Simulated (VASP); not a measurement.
Si:

```
Si
1.0
     0.00000    2.66629    2.66629
     2.66629    0.00000    2.66629
     2.66629    2.66629    0.00000
Si
2
Cartesian
  2.6663 2.6663 2.6663
  3.9994 3.9994 3.9994
```

Base run:

| Quantity | Value |
| --- | --- |
| Program | VASP 6.6.1 |
| Functional | r2SCAN |
| Potentials or basis | VASP PAW PBE potentials, release 64 (Si) |
| Cutoff | 550 eV |
| k mesh | 8 × 8 × 8 |
| Occupations | fermi-dirac, width 0.05 eV |
| Spin | no spin polarisation |

Its results: band gap on the k mesh 0.72 eV (least direct gap 2.78 eV); pressure 6.6 GPa.

Problem. The run is repeated on the same cell with these changes: functional from r2SCAN to PBE0; cutoff from 550 eV to 520 eV; k mesh from 8 × 8 × 8 to 6 × 6 × 6. What comes out?

Solution. Band gap on the k mesh 1.86 eV (least direct gap 4.04 eV); pressure 6.2 GPa.

Several settings changed at once.

Caveats: the cell stands under pressure; the PAW data sets were made with another functional, which shifts forces and pressure a little.

A k mesh can miss the band edges.
